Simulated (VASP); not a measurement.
AlP:

```
Al P
1.0
     0.00000    2.71186    2.71186
     2.71186    0.00000    2.71186
     2.71186    2.71186    0.00000
Al P
1 1
Direct
  0.00000 0.00000 0.00000
  0.25000 0.25000 0.25000
```

This cell differs from its parent crystal: strain -1.0%.

Base run:

```yaml
Program: VASP 6.6.1
Functional: PBE
Potentials_or_basis: VASP PAW PBE potentials, release 64 (Al, P)
Cutoff: 500 eV
k_mesh: 8 × 8 × 8
Occupations: fermi-dirac, width 0.02 eV
Spin: no spin polarisation
```

Its results: band gap on the k mesh 1.54 eV, indirect (least direct gap 3.48 eV); pressure 4.1 GPa.

**Question.** The run is repeated on the same cell with these changes: k mesh from 8 × 8 × 8 to 4 × 4 × 4; occupations from fermi-dirac, width 0.02 eV to gaussian, width 0.01 eV. What comes out?

**Answer.** Band gap on the k mesh 1.51 eV, indirect (least direct gap 3.47 eV); pressure 4.5 GPa.

Caveats: some runs use coarse meshes.

A k mesh can miss the band edges.
